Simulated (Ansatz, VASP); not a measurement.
One calculation of TlB2, two programs

```
Tl B
1.0
    -1.60470    1.60470    3.93652
     1.60470   -1.60470    3.93652
     1.60470    1.60470   -3.93652
Tl B
1 2
Direct
  0.00000 0.00000 0.00000
  0.66500 0.66500 0.00000
  0.33500 0.33500 0.00000
```

Alike in both runs: task relaxation of cell and atoms; functional PBE; k mesh 8 × 8 × 8; occupations gaussian, width 0.1 eV; no spin polarisation.

|  | VASP | Ansatz |
| --- | --- | --- |
| version | VASP 6.6.1 | Ansatz 0.2.0 |
| potentials or method | VASP PAW PBE potentials, release 64 (Tl_d, B), cutoff 600 eV | scalar-relativistic, plane waves, PAW |
| valence electrons in the cell | 19 | 19 |

Ansatz gave:

* gap on the k mesh at the Fermi level, each at its own relaxed structure (eV): none
* relaxed volume (Å³/atom): 14.12
* relaxed length of the cell vector where the two differ most in proportion (Å): 5.687

Problem. What did VASP give for the same quantities?

Solution. gap on the k mesh at the Fermi level, each at its own relaxed structure (eV): none; relaxed volume (Å³/atom): 14.09; relaxed length of the cell vector where the two differ most in proportion (Å): 5.647.

A gap of «none» marks a metal or a gap that the smearing closes.

Neither program's run includes spin-orbit coupling.
